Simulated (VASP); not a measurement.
# GaSb (I-4m2) in VASP: further runs

The runs below take GaSb through single point, with LDA, PBEsol, PBE.

Program: VASP 6.6.1. These are calculated values, not measurements. Logs are shortened: lines on timing, memory, paths and dates and some standing lists are left out, and cuts for length are marked.

## 1. The cell of the first run

Symmetry: I-4m2, No. 119, tetragonal system. Conventional cell: a = 5.385 Å, b = 5.385 Å, c = 3.073 Å, α = 90.00°, β = 90.00°, γ = 90.00°. Sb (site symmetry -4m2) has 8 Ga at 2.80 to 3.54 Å and 2 Sb at 3.07 Å within 3.7 Å. Within 3.7 Å of Ga (site symmetry -4m2) lie 8 Sb at 2.80 to 3.54 Å and 2 Ga at 3.07 Å.

## 2. Single point, LDA

The input, INCAR:

```
PREC     = Accurate       # precision mode
ENCUT    = 520            # plane-wave cutoff, eV
EDIFF    = 1E-7           # SCF threshold, eV
ISMEAR   = -1             # smearing method
SIGMA    = 0.05           # smearing width, eV
LREAL    = F              # projectors in reciprocal space
LASPH    = T              # aspherical terms in the spheres
NELM     = 60             # most SCF steps
ALGO     = Normal         # electronic algorithm
ISIF     = 2              # what is computed and relaxed
LWAVE    = F              # write WAVECAR
LCHARG   = F              # write CHGCAR
GGA      = CA             # functional
NBANDS   = 16             # bands
```

The input, KPOINTS:

```
regular mesh
0
Gamma
  10 10 10
```

The input, POSCAR:

```
GaSb
1.0
   -2.6925950448      2.6925950448      1.5363785599
    2.6925950448     -2.6925950448      1.5363785599
    2.6925950448      2.6925950448     -1.5363785599
Sb Ga
1 1
Direct
    0.0000000000      0.0000000000      0.0000000000
    0.7500000000      0.2500000000      0.5000000000
```

Potentials or basis: VASP PAW LDA potentials, release 64 (Sb, Ga_d).

Launch:

```
> cat potpaw_LDA.64/Sb/POTCAR potpaw_LDA.64/Ga_d/POTCAR > POTCAR
> mpirun -np 1 vasp_std > vasp.out
```

OUTCAR:

```text
PREC = Accurate
   ENCUT = 520
   EDIFF = 1E-7
   ISMEAR = -1
   LREAL = F
   LASPH = T
   NELM = 60
   ISIF = 2
   GGA = CA

 ion  position               nearest neighbor table
   1  0.000  0.000  0.000-   2 2.80   2 2.80   2 2.80   2 2.80
   2  0.750  0.250  0.500-   1 2.80   1 2.80   1 2.80   1 2.80

  LATTYP: Found a body centered tetragonal cell.
 ALAT       =     5.3851900896
 C/A-ratio  =     0.5705939937

  Lattice vectors:

 A1 = (  -2.6925950448,   2.6925950448,   1.5363785599)
 A2 = (   2.6925950448,  -2.6925950448,   1.5363785599)
 A3 = (   2.6925950448,   2.6925950448,  -1.5363785599)

Analysis of symmetry for initial positions (statically):
=====================================================================
 Subroutine PRICEL returns:
 Original cell was already a primitive cell.

 Routine SETGRP: Setting up the symmetry group for a
 body centered tetragonal supercell.

 Subroutine GETGRP returns: Found  8 space group operations
 (whereof  8 operations were pure point group operations)
 out of a pool of 16 trial point group operations.

The static configuration has the point symmetry D_2d.

Analysis of symmetry for dynamics (positions and initial velocities):
=====================================================================
 Subroutine PRICEL returns:
 Original cell was already a primitive cell.

 Routine SETGRP: Setting up the symmetry group for a
 body centered tetragonal supercell.

 Subroutine GETGRP returns: Found  8 space group operations
 (whereof  8 operations were pure point group operations)
 out of a pool of 16 trial point group operations.

The dynamic configuration has the point symmetry D_2d.

 Subroutine INISYM returns: Found  8 space group operations
 (whereof  8 operations are pure point group operations),
 and found     1 'primitive' translations

----------------------------------------------------------------------------------------

                                     Primitive cell

  volume of cell :      44.5554

  direct lattice vectors                    reciprocal lattice vectors
    -2.692595045  2.692595045  1.536378560     0.000000000  0.185694466  0.325440626
     2.692595045 -2.692595045  1.536378560     0.185694466  0.000000000  0.325440626
     2.692595045  2.692595045 -1.536378560     0.185694466  0.185694466  0.000000000

  length of vectors
     4.106165514  4.106165514  4.106165514     0.374691921  0.374691921  0.262611633

  position of ions in fractional coordinates (direct lattice)
     0.000000000  0.000000000  0.000000000
     0.750000000  0.250000000  0.500000000

  ion indices of the primitive-cell ions
   primitive index   ion index
                 1           1
                 2           2

----------------------------------------------------------------------------------------

 KPOINTS: regular mesh

Automatic generation of k-mesh.
 Grid dimensions read from file:
 generate k-points for:   10   10   10

 Generating k-lattice:

  Cartesian coordinates                     Fractional coordinates (reciprocal lattice)
     0.000000000  0.018569447  0.032544063     0.100000000  0.000000000  0.000000000
     0.018569447  0.000000000  0.032544063     0.000000000  0.100000000  0.000000000
     0.018569447  0.018569447  0.000000000     0.000000000  0.000000000  0.100000000

  Length of vectors
     0.037469192  0.037469192  0.026261163

  Shift w.r.t. Gamma in fractional coordinates (k-lattice)
     0.000000000  0.000000000  0.000000000

 Subroutine IBZKPT returns following result:
 ===========================================

 Found    102 irreducible k-points:

 Following reciprocal coordinates:
            Coordinates               Weight
  0.000000  0.000000  0.000000      1.000000
  0.100000  0.000000 -0.000000      8.000000
  0.200000  0.000000 -0.000000      8.000000
  0.300000  0.000000 -0.000000      8.000000
  0.400000  0.000000 -0.000000      8.000000
  0.500000  0.000000 -0.000000      4.000000
[... 16 lines left out ...]
  0.300000  0.300000 -0.000000      8.000000
  0.400000  0.300000 -0.000000     16.000000
 [... further k-points ...]
   k-points           NKPTS =    102   k-points in BZ     NKDIM =    102   number of bands    NBANDS=     16
   number of dos      NEDOS =    301   number of ions     NIONS =      2
   total plane-waves  NPLWV =  32768
   dimension x,y,z NGX =    32 NGY =   32 NGZ =   32
   dimension x,y,z NGXF=    64 NGYF=   64 NGZF=   64
   ions per type =               1   1
   NGX,Y,Z   is equivalent  to a cutoff of  12.96, 12.96, 12.96 a.u.
   NGXF,Y,Z  is equivalent  to a cutoff of  25.91, 25.91, 25.91 a.u.
 SYSTEM =  unknown system
   PREC   = accura    normal or accurate (medium, high low for compatibility)
   ISTART =      0    job   : 0-new  1-cont  2-samecut
   ICHARG =      2    charge: 1-file 2-atom 10-const
   ISPIN  =      1    spin polarized calculation?
   LNONCOLLINEAR =      F non collinear calculations
   LSORBIT =      F    spin-orbit coupling
   LASPH  =      T    aspherical Exc in radial PAW
   ENCUT  =  520.0 eV  38.22 Ry    6.18 a.u.   7.63  7.63  7.63*2*pi/ulx,y,z
   NELM   =     60;   NELMIN=  2; NELMDL= -5     # of ELM steps
   EDIFF  = 0.1E-06   stopping-criterion for ELM
   LREAL  =      F    real-space projection
   EDIFFG = 0.1E-05   stopping-criterion for IOM
   NSW    =      0    number of steps for IOM
   IBRION =     -1    ionic relax: 0-MD 1-quasi-New 2-CG
   NFREE  =      0    steps in history (QN), initial steepest desc. (CG)
   ISIF   =      2    stress and relaxation
   ISYM   =      2    0-nonsym 1-usesym 2-fastsym
   POTIM  = 0.5000    time-step for ionic-motion
   TEBEG  =    0.0;   TEEND  =   0.0 temperature during run
   PSTRESS=    0.0 pullay stress
   NELECT =      18.0000    total number of electrons
   NUPDOWN=      -1.0000    fix difference up-down
   EMIN   =  10.00;   EMAX   =-10.00  energy-range for DOS
   EFERMI =   0.00;   METHOD = LEGACY
   ISMEAR =    -1;   SIGMA  =   0.05  broadening in eV -4-tet -1-fermi 0-gaus
   EFERMI_NEDOS =   21; number of points for ismear=-14 and -15
   IALGO  =     38    algorithm
   IMIX   =      4    mixing-type and parameters
     AMIX     =   0.40;   BMIX     =  1.00
     AMIX_MAG =   1.60;   BMIX_MAG =  1.00
  volume/ion in A,a.u.               =      22.28       150.34
  Fermi-wavevector in a.u.,A,eV,Ry     =   1.210223  2.286991 19.927648  1.464641
  Thomas-Fermi vector in A             =   2.345777
   LORBIT       =      0    0 simple, 1 ext, 2 COOP (PROOUT), +10 PAW based schemes
   GGA     = CA    functional components
   LHFCALC =     F    Hartree Fock is set to
   AEXX    =    0.0000 exact exchange contribution
   IVDW    =     0    specifies the selected vdW correction
   LEPSILON=     F    determine dielectric tensor
   LRPA    =     F    only Hartree local field effects (RPA)
 non-spin polarized calculation
  energy-cutoff  :      520.00
  volume of cell :       44.56
 maximum number of plane-waves:      1221
   NGX = 15   NGY = 15   NGZ = 15

 number of electron      18.0000004 magnetization

 Free energy of the ion-electron system (eV)
  ---------------------------------------------------
  ext. energy  EPLUGINS =         0.00000000
  ---------------------------------------------------
  free energy    TOTEN  =        -8.38670762 eV

  energy without entropy =       -8.38276989  energy(sigma->0) =       -8.38473876

 E-fermi :   7.3066     XC(G=0): -10.8232

 val. band max:        7.2765329883   @ k =   0.4000   0.4000  -0.0000
 cond. band min:       7.3174665570   @ k =   0.4000   0.4000   0.1000
 fundamental gap:      0.0409335687
 Fermi energy:         7.3065987566

 k-point     1 :       0.0000    0.0000    0.0000
  band No.  band energies     occupation
      1      -7.8010      2.00000
      2      -7.7096      2.00000
      3      -7.7030      2.00000
      4      -7.6571      2.00000
      5      -7.6571      2.00000
      6      -5.2586      2.00000
[... 8 lines left out ...]
     15      17.4297      0.00000
     16      18.0885      0.00000

 k-point     2 :       0.1000    0.0000   -0.0000
  band No.  band energies     occupation
      1      -7.7847      2.00000
      2      -7.7112      2.00000
      3      -7.7004      2.00000
      4      -7.6643      2.00000
      5      -7.6642      2.00000
      6      -5.0505      2.00000
[... 8 lines left out ...]
     15      16.8906      0.00000
     16      17.2795      0.00000

 k-point     3 :       0.2000    0.0000   -0.0000
  band No.  band energies     occupation
      1      -7.7431      2.00000
      2      -7.7154      2.00000
      3      -7.6959      2.00000
      4      -7.6823      2.00000
      5      -7.6804      2.00000
      6      -4.4289      2.00000
[... 8 lines left out ...]
     15      15.5540      0.00000
     16      17.0718      0.00000

 k-point     4 :       0.3000    0.0000   -0.0000
  band No.  band energies     occupation
      1      -7.7286      2.00000
      2      -7.7106      2.00000
      3      -7.7076      2.00000
      4      -7.6807      2.00000
      5      -7.6799      2.00000
      6      -3.4123      2.00000
[... 8 lines left out ...]
     15      14.7360      0.00000
     16      17.8996      0.00000
[... 324 lines left out ...]
 k-point    22 :      -0.2000    0.2000    0.0000
  band No.  band energies     occupation
      1      -7.7959      2.00000
      2      -7.7189      2.00000
      3      -7.6978      2.00000
      4      -7.6581      2.00000
      5      -7.6533      2.00000
      6      -4.8892      2.00000
[... 8 lines left out ...]
     15      16.7861      0.00000
     16      17.8938      0.00000

 k-point    23 :       0.3000    0.3000   -0.0000
  band No.  band energies     occupation
      1      -7.7427      2.00000
      2      -7.7289      2.00000
      3      -7.7186      2.00000
      4      -7.6715      2.00000
      5      -7.6381      2.00000
      6      -1.1534      2.00000
[... 8 lines left out ...]
     15      16.4915      0.00000
     16      18.1643      0.00000

 k-point    24 :       0.4000    0.3000   -0.0000
  band No.  band energies     occupation
      1      -7.7394      2.00000
      2      -7.7129      2.00000
      3      -7.7033      2.00000
      4      -7.6784      2.00000
      5      -7.6732      2.00000
      6      -2.1626      2.00000
[... 8 lines left out ...]
     15      17.2758      0.00000
     16      18.2451      0.00000

 [... further k-points ...]
[... 5 lines left out ...]
  --------------------------------------------------------------------------------------
  -------------------------------------------------------------------------------------
  Total        0.0510954      0.0510954      0.0385667      0.0000000      0.0000000      0.0000000
  in kB        1.8373519      1.8373519      1.3868275      0.0000000      0.0000000      0.0000000
  external PRESSURE =       1.6871771 kB  Pullay stress =       0.0000000 kB

 VOLUME and BASIS-vectors are now :
 -----------------------------------------------------------------------------
  energy-cutoff  :      520.00
  volume of cell :       44.56
      direct lattice vectors                 reciprocal lattice vectors
    -2.692595045  2.692595045  1.536378560     0.000000000  0.185694466  0.325440626
     2.692595045 -2.692595045  1.536378560     0.185694466  0.000000000  0.325440626
     2.692595045  2.692595045 -1.536378560     0.185694466  0.185694466  0.000000000

 POSITION                                       TOTAL-FORCE (eV/Angst)
 -----------------------------------------------------------------------------------
      0.00000      0.00000      0.00000         0.000000     -0.000000      0.000000
      0.00000      2.69260      0.76819        -0.000000      0.000000     -0.000000
 -----------------------------------------------------------------------------------
    total drift:                               -0.000000      0.000000      0.000000

  FREE ENERGIE OF THE ION-ELECTRON SYSTEM (eV)
  ---------------------------------------------------
  free  energy   TOTEN  =        -8.3867076230 eV

  energy  without entropy=       -8.3827698875  energy(sigma->0) =       -8.38473876
```

Wall time 23 s (1 thread of Intel Xeon 6975P-C (Granite Rapids), shared host); peak memory 0.2 GiB.

What came out:

```
Free energy            : -8.3867 eV
Pressure               : 0.2 GPa
Band gap on the k mesh : zero (band 9 reaches 9.06 eV, above the bottom of band 10 at 4.36 eV)
```

Levels at points of the mesh, in eV from the Fermi level:
| k point | band 7 | band 8 | band 9 | band 10 | band 11 | band 12 |
| --- | --- | --- | --- | --- | --- | --- |
| (0.00, 0.00, 0.00) | -2.90 | -2.10 | -2.10 | 3.31 | 5.61 | 7.41 |
| (0.50, 0.00, 0.00) | -5.97 | -2.53 | -1.59 | -1.28 | 2.34 | 3.42 |
| (0.50, 0.50, 0.00) | -8.54 | -0.05 | 1.75 | 2.24 | 2.39 | 4.99 |
| (0.50, 0.50, 0.50) | -6.22 | -5.42 | -5.42 | 3.85 | 5.28 | 10.97 |

Caveat: spin-orbit coupling is left out, which moves the levels of the heavy elements.

## 3. Single point, PBEsol

This run uses another cell than the first one, of 22.86 Å³/atom, 1.026 times its volume.

The input, INCAR:

```
  ALGO = Normal
  EDIFF = 1E-7
  ENCUT = 520
  GGA = PS
  ISIF = 2
  ISMEAR = -1
  LASPH = True
  LCHARG = False
  LREAL = False
  LWAVE = False
  NBANDS = 16
  NELM = 80
  PREC = Accurate
  SIGMA = 0.05
```

The input, KPOINTS:

```
k-points
0
Gamma
  10 10 10
```

The input, POSCAR:

```
GaSb
1.0
   -2.7174716334      2.7174716334      1.5476037690
    2.7174716334     -2.7174716334      1.5476037690
    2.7174716334      2.7174716334     -1.5476037690
Sb Ga
1 1
Direct
    0.0000000000      0.0000000000      0.0000000000
    0.7500000000      0.2500000000      0.5000000000
```

Potentials or basis: VASP PAW PBE potentials, release 64 (Sb, Ga_d).

Launch:

```
> cat potpaw_PBE.64/Sb/POTCAR potpaw_PBE.64/Ga_d/POTCAR > POTCAR
> mpirun -np 1 vasp_std > vasp.out
```

Wall time 22 s (1 thread of Intel Xeon 6975P-C (Granite Rapids), shared host); peak memory 0.22 GiB.

Results (log left out):

- Free energy: -7.8955 eV
- Pressure: 0.1 GPa
- Band gap on the k mesh: zero (band 9 reaches 8.78 eV, above the bottom of band 10 at 4.15 eV)

Levels at points of the mesh, in eV from the Fermi level:
```
           k point  band 6  band 7  band 8  band 9  band 10  band 11  band 12  band 13
(0.00, 0.00, 0.00)  -12.37   -2.92   -2.05   -2.05     3.25     5.53     7.32     7.32
(0.50, 0.00, 0.00)   -8.33   -5.85   -2.50   -1.54    -1.25     2.32     3.38     5.30
(0.50, 0.50, 0.00)  -10.81   -8.38   -0.06    1.75     2.17     2.31     4.94     6.90
(0.50, 0.50, 0.50)   -9.54   -6.12   -5.31   -5.31     3.82     5.28    10.80    10.80
```

Caveat: the PAW data sets were made with another functional, which shifts forces and pressure a little; spin-orbit coupling is left out, which moves the levels of the heavy elements.

## 4. Single point, PBE

This run uses another cell than the first one, of 24.17 Å³/atom, 1.085 times its volume.

The input, INCAR:

```
PREC     = Accurate       # precision mode
ENCUT    = 520            # plane-wave cutoff, eV
EDIFF    = 1E-6           # SCF threshold, eV
ISMEAR   = -1             # smearing method
SIGMA    = 0.05           # smearing width, eV
LREAL    = F              # projectors in reciprocal space
LASPH    = T              # aspherical terms in the spheres
NELM     = 100            # most SCF steps
ALGO     = Normal         # electronic algorithm
ISIF     = 2              # what is computed and relaxed
LWAVE    = F              # write WAVECAR
LCHARG   = F              # write CHGCAR
GGA      = PE             # functional
NBANDS   = 16             # bands
```

The input, KPOINTS:

```
regular mesh
0
Gamma
  10 10 10
```

The input, POSCAR:

```
GaSb
1.0
   -2.7665765423      2.7665765423      1.5788635470
    2.7665765423     -2.7665765423      1.5788635470
    2.7665765423      2.7665765423     -1.5788635470
Sb Ga
1 1
Direct
    0.0000000000      0.0000000000      0.0000000000
    0.7500000000      0.2500000000      0.5000000000
```

Launch:

```
> cat potpaw_PBE.64/Sb/POTCAR potpaw_PBE.64/Ga_d/POTCAR > POTCAR
> mpirun -np 1 vasp_std > vasp.out
```

Run time: 20 s. Hardware: 1 thread of Intel Xeon 6975P-C (Granite Rapids), shared host; peak memory 0.23 GiB.

The run converged. Its results:

```
Free energy            : -6.9976 eV
Pressure               : 0.0 GPa
Band gap on the k mesh : zero (band 9 reaches 8.30 eV, above the bottom of band 10 at 3.87 eV)
```

Levels at points of the mesh, in eV from the Fermi level:
```tsv
k point	band 7	band 8	band 9	band 10	band 11	band 12
(0.00, 0.00, 0.00)	-3.04	-1.88	-1.88	3.41	5.15	7.05
(0.50, 0.00, 0.00)	-5.55	-2.45	-1.42	-1.14	2.44	3.26
(0.50, 0.50, 0.00)	-8.00	-0.04	1.78	2.05	2.29	4.68
(0.50, 0.50, 0.50)	-5.93	-4.93	-4.93	3.63	5.15	10.24
```

Caveat: spin-orbit coupling is left out, which moves the levels of the heavy elements.

## 5. Overview

| level | potentials or basis | cell | gap on the mesh (eV) | pressure (GPa) |
| --- | --- | --- | --- | --- |
| LDA | VASP PAW LDA potentials, release 64 (Sb, Ga_d) | a = 4.106 Å, angles 98.0, 98.0, 136.1°, 2 atoms | none | 0.2 |
| PBEsol | VASP PAW PBE potentials, release 64 (Sb, Ga_d) | a = 4.143 Å, angles 98.0, 98.0, 136.1°, 2 atoms | none | 0.1 |
| PBE | VASP PAW PBE potentials, release 64 (Sb, Ga_d) | a = 4.219 Å, angles 98.1, 98.1, 136.0°, 2 atoms | none | 0.0 |

Alike in all rows: task single point; no spin polarisation; k mesh 10 × 10 × 10; cutoff (eV) 520; smearing fermi-dirac 0.05 eV.

Caveats: spin-orbit coupling is left out, which moves the levels of the heavy elements; the PAW data sets were made with another functional, which shifts forces and pressure a little (some runs).

Absolute energies hang on the potentials; compare differences alone.
